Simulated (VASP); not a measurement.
# CdSe (R3m) in VASP: a series of runs

CdSe is run at these levels: PBEsol; tasks: single point.

All numbers are computed with VASP 6.6.1; they aren't measurements. Logs are shortened: lines on timing, memory, paths and dates and some standing lists are left out, and cuts for length are marked.

### 1 The cell of the first run

It takes space group R3m (No. 160, trigonal). The conventional cell has a = 4.459 Å, b = 4.459 Å, c = 11.370 Å, α = 90.00°, β = 90.00°, γ = 120.00°. Within 3.6 Å of Cd (site symmetry 3m) lie 4 Se at 2.74 to 2.84 Å. Se (site symmetry 3m) has 4 Cd at 2.74 to 2.84 Å within 3.6 Å.

### 2 Single point, PBEsol (32.63 Å³/atom)

Input file INCAR:

```
ALGO = Normal
EDIFF = 1E-6
ENCUT = 520
GGA = PS
ISIF = 2
ISMEAR = 0
LASPH = True
LCHARG = True
LELF = True
LREAL = False
LVHAR = True
LWAVE = False
NBANDS = 16
NELM = 60
PREC = Accurate
SIGMA = 0.05
```

Input file KPOINTS:

```
k-points
0
Gamma
  10 10 10
```

Input file POSCAR:

```
CdSe
1.0
    0.0000000000      3.1530509431      3.1530509431
    3.1530509431      0.0000000000      3.1530509431
    3.2392343356      3.2392343356     -0.0861833924
Cd Se
1 1
Direct
    0.0000000000      0.0000000000      0.0000000000
    0.7500000000      0.7500000000      0.7500000000
```

Potentials or basis: VASP PAW PBE potentials, release 64 (Cd, Se).

The run is started by

```bash
> cat potpaw_PBE.64/Cd/POTCAR potpaw_PBE.64/Se/POTCAR > POTCAR
> mpirun -np 1 vasp_std > vasp.out
```

OUTCAR:

```text
EDIFF = 1E-6
   ENCUT = 520
   GGA = PS
   ISIF = 2
   ISMEAR = 0
   LASPH = True
   LREAL = False
   NELM = 60
   PREC = Accurate

 ion  position               nearest neighbor table
   1  0.000  0.000  0.000-   2 2.74   2 2.74   2 2.74   2 2.84
   2  0.750  0.750  0.750-   1 2.74   1 2.74   1 2.74   1 2.84

  LATTYP: Found a trigonal (rhomboedric) cell.
 ALAT       =     4.5817797566
 COS(alpha) =     0.5264197777

  Lattice vectors:

 A1 = (   3.2392343356,   0.0861833925,  -3.2392343355)
 A2 = (   0.0861833925,   3.2392343356,  -3.2392343355)
 A3 = (   3.2392343356,   3.2392343356,  -0.0861833924)

Analysis of symmetry for initial positions (statically):
=====================================================================
 Subroutine PRICEL returns:
 Original cell was already a primitive cell.

 Routine SETGRP: Setting up the symmetry group for a
 trigonal (rhombohedral) supercell.

 Subroutine GETGRP returns: Found  6 space group operations
 (whereof  6 operations were pure point group operations)
 out of a pool of 12 trial point group operations.

The static configuration has the point symmetry C_3v.

Analysis of symmetry for dynamics (positions and initial velocities):
=====================================================================
 Subroutine PRICEL returns:
 Original cell was already a primitive cell.

 Routine SETGRP: Setting up the symmetry group for a
 trigonal (rhombohedral) supercell.

 Subroutine GETGRP returns: Found  6 space group operations
 (whereof  6 operations were pure point group operations)
 out of a pool of 12 trial point group operations.

The dynamic configuration has the point symmetry C_3v.

 Subroutine INISYM returns: Found  6 space group operations
 (whereof  6 operations are pure point group operations),
 and found     1 'primitive' translations

----------------------------------------------------------------------------------------

                                     Primitive cell

  volume of cell :      65.2640

  direct lattice vectors                    reciprocal lattice vectors
     0.000000000  3.153050943  3.153050943    -0.156494712  0.160658426  0.156494712
     3.153050943  0.000000000  3.153050943     0.160658426 -0.156494712  0.156494712
     3.239234336  3.239234336 -0.086183392     0.152330998  0.152330998 -0.152330998

  length of vectors
     4.459087407  4.459087407  4.581779757     0.273481845  0.273481845  0.263845028

  position of ions in fractional coordinates (direct lattice)
     0.000000000  0.000000000  0.000000000
     0.750000000  0.750000000  0.750000000

  ion indices of the primitive-cell ions
   primitive index   ion index
                 1           1
                 2           2

----------------------------------------------------------------------------------------

 KPOINTS: k-points

Automatic generation of k-mesh.
 Grid dimensions read from file:
 generate k-points for:   10   10   10

 Generating k-lattice:

  Cartesian coordinates                     Fractional coordinates (reciprocal lattice)
    -0.015649471  0.016065843  0.015649471     0.100000000  0.000000000  0.000000000
     0.016065843 -0.015649471  0.015649471     0.000000000  0.100000000  0.000000000
     0.015233100  0.015233100 -0.015233100     0.000000000  0.000000000  0.100000000

  Length of vectors
     0.027348184  0.027348184  0.026384503

  Shift w.r.t. Gamma in fractional coordinates (k-lattice)
     0.000000000  0.000000000  0.000000000

 Subroutine IBZKPT returns following result:
 ===========================================

 Found    116 irreducible k-points:

 Following reciprocal coordinates:
            Coordinates               Weight
  0.000000  0.000000  0.000000      1.000000
  0.100000  0.000000  0.000000      6.000000
  0.200000  0.000000  0.000000      6.000000
  0.300000  0.000000  0.000000      6.000000
  0.400000  0.000000  0.000000      6.000000
  0.500000  0.000000  0.000000      3.000000
[... 16 lines left out ...]
  0.300000  0.300000  0.000000      6.000000
  0.400000  0.300000  0.000000     12.000000
 [... further k-points ...]
   k-points           NKPTS =    116   k-points in BZ     NKDIM =    116   number of bands    NBANDS=     16
   number of dos      NEDOS =    301   number of ions     NIONS =      2
   total plane-waves  NPLWV =  46656
   dimension x,y,z NGX =    36 NGY =   36 NGZ =   36
   dimension x,y,z NGXF=    72 NGYF=   72 NGZF=   72
   ions per type =               1   1
   NGX,Y,Z   is equivalent  to a cutoff of  13.42, 13.42, 13.06 a.u.
   NGXF,Y,Z  is equivalent  to a cutoff of  26.84, 26.84, 26.12 a.u.
 SYSTEM =  unknown system
   PREC   = accura    normal or accurate (medium, high low for compatibility)
   ISTART =      0    job   : 0-new  1-cont  2-samecut
   ICHARG =      2    charge: 1-file 2-atom 10-const
   ISPIN  =      1    spin polarized calculation?
   LNONCOLLINEAR =      F non collinear calculations
   LSORBIT =      F    spin-orbit coupling
   LASPH  =      T    aspherical Exc in radial PAW
   ENCUT  =  520.0 eV  38.22 Ry    6.18 a.u.   8.29  8.29  8.52*2*pi/ulx,y,z
   NELM   =     60;   NELMIN=  2; NELMDL= -5     # of ELM steps
   EDIFF  = 0.1E-05   stopping-criterion for ELM
   LREAL  =      F    real-space projection
   EDIFFG = 0.1E-04   stopping-criterion for IOM
   NSW    =      0    number of steps for IOM
   IBRION =     -1    ionic relax: 0-MD 1-quasi-New 2-CG
   NFREE  =      0    steps in history (QN), initial steepest desc. (CG)
   ISIF   =      2    stress and relaxation
   ISYM   =      2    0-nonsym 1-usesym 2-fastsym
   POTIM  = 0.5000    time-step for ionic-motion
   TEBEG  =    0.0;   TEEND  =   0.0 temperature during run
   PSTRESS=    0.0 pullay stress
   NELECT =      18.0000    total number of electrons
   NUPDOWN=      -1.0000    fix difference up-down
   EMIN   =  10.00;   EMAX   =-10.00  energy-range for DOS
   EFERMI =   0.00;   METHOD = LEGACY
   ISMEAR =     0;   SIGMA  =   0.05  broadening in eV -4-tet -1-fermi 0-gaus
   EFERMI_NEDOS =   21; number of points for ismear=-14 and -15
   IALGO  =     38    algorithm
   IMIX   =      4    mixing-type and parameters
     AMIX     =   0.40;   BMIX     =  1.00
     AMIX_MAG =   1.60;   BMIX_MAG =  1.00
  volume/ion in A,a.u.               =      32.63       220.21
  Fermi-wavevector in a.u.,A,eV,Ry     =   1.065633  2.013755 15.450426  1.135574
  Thomas-Fermi vector in A             =   2.201191
   LORBIT       =      0    0 simple, 1 ext, 2 COOP (PROOUT), +10 PAW based schemes
   GGA     = PS    functional components
   LHFCALC =     F    Hartree Fock is set to
   AEXX    =    0.0000 exact exchange contribution
   IVDW    =     0    specifies the selected vdW correction
   LEPSILON=     F    determine dielectric tensor
   LRPA    =     F    only Hartree local field effects (RPA)
 non-spin polarized calculation
 Gauss-broadening in eV      SIGMA  =   0.05
  energy-cutoff  :      520.00
  volume of cell :       65.26
 maximum number of plane-waves:      1775
 NGX is ok and might be reduce to    36
   NGX = 17   NGY = 17   NGZ = 17

 number of electron      18.0000003 magnetization

 Free energy of the ion-electron system (eV)
  ---------------------------------------------------
  ext. energy  EPLUGINS =         0.00000000
  ---------------------------------------------------
  free energy    TOTEN  =        -6.00447510 eV

  energy without entropy =       -6.00447380  energy(sigma->0) =       -6.00447445

 E-fermi :  -0.1171     XC(G=0):  -8.4369

 val. band max:       -0.2224094122   @ k =   0.0000   0.0000   0.0000
 cond. band min:      -0.0195666888   @ k =   0.0000   0.0000   0.0000
 fundamental gap:      0.2028427234
 Fermi energy:        -0.1170785115

 k-point     1 :       0.0000    0.0000    0.0000
  band No.  band energies     occupation
      1     -12.1559      2.00000
      2      -7.7822      2.00000
      3      -7.7822      2.00000
      4      -7.7541      2.00000
      5      -7.5293      2.00000
      6      -7.5293      2.00000
[... 8 lines left out ...]
     15      10.4670      0.00000
     16      10.4670      0.00000

 k-point     2 :       0.1000    0.0000    0.0000
  band No.  band energies     occupation
      1     -12.1303      2.00000
      2      -7.7739      2.00000
      3      -7.7615      2.00000
      4      -7.7425      2.00000
      5      -7.5301      2.00000
      6      -7.5296      2.00000
[... 8 lines left out ...]
     15       9.8561      0.00000
     16       9.9567      0.00000

 k-point     3 :       0.2000    0.0000    0.0000
  band No.  band energies     occupation
      1     -12.0631      2.00000
      2      -7.7533      2.00000
      3      -7.7330      2.00000
      4      -7.6747      2.00000
      5      -7.5305      2.00000
      6      -7.5286      2.00000
[... 8 lines left out ...]
     15       9.5908      0.00000
     16       9.6338      0.00000

 k-point     4 :       0.3000    0.0000    0.0000
  band No.  band energies     occupation
      1     -11.9794      2.00000
      2      -7.7311      2.00000
      3      -7.7128      2.00000
      4      -7.5473      2.00000
      5      -7.5246      2.00000
      6      -7.5234      2.00000
[... 8 lines left out ...]
     15       9.5119      0.00000
     16       9.8549      0.00000

 k-point     5 :       0.4000    0.0000    0.0000
  band No.  band energies     occupation
      1     -11.9113      2.00000
      2      -7.7167      2.00000
      3      -7.7009      2.00000
      4      -7.5205      2.00000
      5      -7.5150      2.00000
      6      -7.3968      2.00000
[... 8 lines left out ...]
     15      10.2594      0.00000
     16      10.7212      0.00000

 k-point     6 :       0.5000    0.0000    0.0000
  band No.  band energies     occupation
      1     -11.8853      2.00000
      2      -7.7121      2.00000
      3      -7.6974      2.00000
      4      -7.5164      2.00000
      5      -7.5107      2.00000
      6      -7.3257      2.00000
[... 8 lines left out ...]
     15      10.9109      0.00000
     16      11.5685      0.00000

 k-point     7 :       0.1000    0.1000    0.0000
  band No.  band energies     occupation
      1     -12.1230      2.00000
      2      -7.7681      2.00000
      3      -7.7619      2.00000
      4      -7.7360      2.00000
      5      -7.5340      2.00000
      6      -7.5258      2.00000
[... 8 lines left out ...]
     15       9.5736      0.00000
     16      10.5524      0.00000

 k-point     8 :       0.2000    0.1000    0.0000
  band No.  band energies     occupation
      1     -12.0706      2.00000
      2      -7.7534      2.00000
      3      -7.7307      2.00000
      4      -7.6926      2.00000
      5      -7.5367      2.00000
      6      -7.5226      2.00000
[... 8 lines left out ...]
     15      10.1824      0.00000
     16      10.3500      0.00000

 k-point     9 :       0.3000    0.1000    0.0000
  band No.  band energies     occupation
      1     -11.9929      2.00000
      2      -7.7334      2.00000
      3      -7.7066      2.00000
      4      -7.5915      2.00000
      5      -7.5268      2.00000
      6      -7.5180      2.00000
[... 8 lines left out ...]
     15      10.1493      0.00000
     16      10.2407      0.00000
[... 172 lines left out ...]
 k-point    19 :       0.5000    0.2000    0.0000
  band No.  band energies     occupation
      1     -11.8605      2.00000
      2      -7.6949      2.00000
      3      -7.6591      2.00000
      4      -7.5508      2.00000
      5      -7.5105      2.00000
      6      -7.3073      2.00000
[... 8 lines left out ...]
     15      11.1922      0.00000
     16      11.5017      0.00000

 k-point    20 :      -0.4000    0.2000   -0.0000
  band No.  band energies     occupation
      1     -11.8531      2.00000
      2      -7.6940      2.00000
      3      -7.6631      2.00000
      4      -7.5336      2.00000
      5      -7.5219      2.00000
      6      -7.2796      2.00000
[... 8 lines left out ...]
     15      10.1716      0.00000
     16      11.3257      0.00000

 k-point    21 :      -0.3000    0.2000    0.0000
  band No.  band energies     occupation
      1     -11.8871      2.00000
      2      -7.6996      2.00000
      3      -7.6748      2.00000
      4      -7.5369      2.00000
      5      -7.5279      2.00000
      6      -7.3643      2.00000
[... 8 lines left out ...]
     15      10.3444      0.00000
     16      11.6222      0.00000

 k-point    22 :      -0.2000    0.2000    0.0000
  band No.  band energies     occupation
      1     -11.9497      2.00000
      2      -7.7162      2.00000
      3      -7.6916      2.00000
      4      -7.5546      2.00000
      5      -7.5370      2.00000
      6      -7.4780      2.00000
[... 8 lines left out ...]
     15      10.4097      0.00000
     16      11.3922      0.00000

 k-point    23 :       0.3000    0.3000    0.0000
  band No.  band energies     occupation
      1     -11.9299      2.00000
      2      -7.6803      2.00000
      3      -7.6549      2.00000
      4      -7.6227      2.00000
      5      -7.5048      2.00000
      6      -7.4880      2.00000
[... 8 lines left out ...]
     15      11.2047      0.00000
     16      12.4765      0.00000

 k-point    24 :       0.4000    0.3000    0.0000
  band No.  band energies     occupation
      1     -11.8777      2.00000
      2      -7.6690      2.00000
      3      -7.6323      2.00000
      4      -7.6069      2.00000
      5      -7.5009      2.00000
      6      -7.4032      2.00000
[... 8 lines left out ...]
     15      11.5069      0.00000
     16      12.3417      0.00000

 [... further k-points ...]
[... 5 lines left out ...]
  --------------------------------------------------------------------------------------
  -------------------------------------------------------------------------------------
  Total       -2.1134289     -2.1134289     -2.1134289     -0.2420644      0.2420644      0.2420644
  in kB      -51.8829350    -51.8829350    -51.8829350     -5.9424802      5.9424802      5.9424802
  external PRESSURE =     -51.8829350 kB  Pullay stress =       0.0000000 kB

 VOLUME and BASIS-vectors are now :
 -----------------------------------------------------------------------------
  energy-cutoff  :      520.00
  volume of cell :       65.26
      direct lattice vectors                 reciprocal lattice vectors
     0.000000000  3.153050943  3.153050943    -0.156494712  0.160658426  0.156494712
     3.153050943  0.000000000  3.153050943     0.160658426 -0.156494712  0.156494712
     3.239234336  3.239234336 -0.086183392     0.152330998  0.152330998 -0.152330998

 POSITION                                       TOTAL-FORCE (eV/Angst)
 -----------------------------------------------------------------------------------
      0.00000      0.00000      0.00000         0.032488      0.032488     -0.032488
      4.79421      4.79421      4.66494        -0.032488     -0.032488      0.032488
 -----------------------------------------------------------------------------------
    total drift:                                0.000080      0.000080     -0.000079

  FREE ENERGIE OF THE ION-ELECTRON SYSTEM (eV)
  ---------------------------------------------------
  free  energy   TOTEN  =        -6.0044751033 eV

  energy  without entropy=       -6.0044738016  energy(sigma->0) =       -6.00447445
```

Run time: 2.4 min. Hardware: 1 thread of Intel Xeon 8259CL, shared host; peak memory 0.3 GiB.

Results:

* Free energy: -6.0045 eV
* Pressure: -5.2 GPa
* Largest force: 0.056 eV/Å
* Band gap on the k mesh: 0.20 eV

Forces in eV/Å, atoms in the order of the input:
```
Cd   0.032  0.032 -0.032
Se  -0.032 -0.032  0.032
```

Caveat: the cell stands under tension; the PAW data sets were made with another functional, which shifts forces and pressure a little.

### 3 Single point, PBEsol (32.63 Å³/atom)

Input file INCAR:

```
SYSTEM = CdSe
PREC = Accurate ; ENCUT = 520
EDIFF = 1E-6 ; ISMEAR = 0
SIGMA = 0.05 ; LREAL = .False.
LASPH = .True. ; NELM = 100
ALGO = Normal ; ISIF = 2
LWAVE = .False. ; LCHARG = .True.
GGA = PS ; LELF = .True.
LVHAR = .True. ; NBANDS = 16
```

Input file KPOINTS:

```
Automatic mesh
0
Gamma
  10 10 10
  0 0 0
```

Input file POSCAR:

```
CdSe
1.0
    0.0000000000      3.2386725226      3.2386725226
    3.2386725226      0.0000000000      3.2386725226
    3.1536033910      3.1536033910      0.0850691316
Cd Se
1 1
Direct
    0.0000000000      0.0000000000      0.0000000000
    0.7500000000      0.7500000000      0.7500000000
```

Potentials or basis: VASP PAW PBE potentials, release 64 (Cd, Se).

The run is started by

```bash
> cat potpaw_PBE.64/Cd/POTCAR potpaw_PBE.64/Se/POTCAR > POTCAR
> mpirun -np 1 vasp_std > vasp.out
```

Run time: 2.3 min. Hardware: 1 thread of Intel Xeon 8259CL, shared host; peak memory 0.3 GiB.

Results (log left out):

- Free energy: -6.0034 eV
- Pressure: -5.2 GPa
- Largest force: 0.118 eV/Å
- Band gap on the k mesh: 0.27 eV

Forces in eV/Å, atoms in the order of the input:
```
Cd  -0.068 -0.068  0.068
Se   0.068  0.068 -0.068
```

Stress tensor (GPa, compression positive):
```
-5.18  0.70 -0.70
 0.70 -5.18 -0.70
-0.70 -0.70 -5.18
```

Levels at points of the mesh, in eV from the valence-band top:
```csv
k point,band 6,band 7,band 8,band 9,band 10,band 11,band 12,band 13
"(0.00, 0.00, 0.00)",-7.26,-0.01,-0.01,0.00,0.26,5.69,5.69,6.14
"(0.50, 0.00, 0.00)",-7.07,-3.64,-0.52,-0.52,2.14,6.21,6.47,6.80
"(0.50, 0.50, 0.00)",-7.02,-3.49,-1.48,-1.32,3.21,3.54,8.30,9.21
"(0.00, 0.00, 0.50)",-7.05,-3.66,-0.65,-0.65,1.99,6.17,6.17,7.00
```

Caveat: the cell stands under tension; the PAW data sets were made with another functional, which shifts forces and pressure a little.
